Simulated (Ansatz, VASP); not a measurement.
# Two plane-wave programs on HfC

```
Hf C
1.0
     0.00000    2.32575    2.32575
     2.32575    0.00000    2.32575
     2.32575    2.32575    0.00000
Hf C
1 1
Direct
  0.50000 0.50000 0.50000
  0.00000 0.00000 0.00000
```

Alike in both runs: functional PBE; k mesh 16 × 16 × 16; occupations gaussian, width 0.1 eV; no spin polarisation.

Ansatz relaxed the structure, and its values are those at the end. VASP's run is a single point on that final structure, the one shown.

```csv
,VASP,Ansatz
version,VASP 6.6.1,Ansatz 0.2.0
potentials or method,"VASP PAW PBE potentials, release 64 (Hf_pv, C), cutoff 520 eV","scalar-relativistic, plane waves, PAW"
valence electrons in the cell,14,30
```

|  | VASP | Ansatz | Ansatz less VASP |
| --- | --- | --- | --- |
| gap on the k mesh at the Fermi level (eV) | none | none | - |
| pressure (GPa) | -0.7 | 0.0 | +0.65 |

A gap of «none» marks a metal or a gap that the smearing closes. VASP's potentials hold 14 valence electrons a cell and Ansatz's 30, so a difference there can come from the potentials and not from the codes.

Neither program's run includes spin-orbit coupling.
